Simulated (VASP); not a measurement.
Input of a VASP 6.6.1 run:

INCAR

```
SYSTEM = Rh
PREC = Accurate
ENCUT = 520
EDIFF = 1E-6
ISMEAR = -1
SIGMA = 0.1
LREAL = .FALSE.
LASPH = .TRUE.
NELM = 100
ALGO = Normal
ISIF = 2
LWAVE = .FALSE.
LCHARG = .FALSE.
GGA = PS
NBANDS = 22
```

File KPOINTS:

```
regular mesh
0
G
  14 14 13
  0 0 0
```

Contents of POSCAR:

```
Rh
1.0
   -2.5718263407      2.9575717277      1.2581656585
    2.9575717277     -2.5718263407      1.2581656585
    1.7986777431      1.7986777431     -0.5516722758
Rh
2
Direct
    0.0101624413      0.9898375587      1.0000000000
    0.7398375587      0.2601624413      0.5000000000
```

Potentials or basis: VASP PAW PBE potentials, release 64 (Rh_pv).

Command:

```sh
$ cat potpaw_PBE.64/Rh_pv/POTCAR > POTCAR
$ mpirun -np 1 vasp_std > vasp.out
```

(1) What does it give for the largest force?

(2) Predict the pressure.

(3) What does it give for the band gap on the k mesh?

## Answers

(1) 0.246 eV/Å.

(2) 27.1 GPa.

(3) zero (bands 15 and 16 overlap by 2.38 eV).

Caveat: the cell stands under pressure; the PAW data sets were made with another functional, which shifts forces and pressure a little.
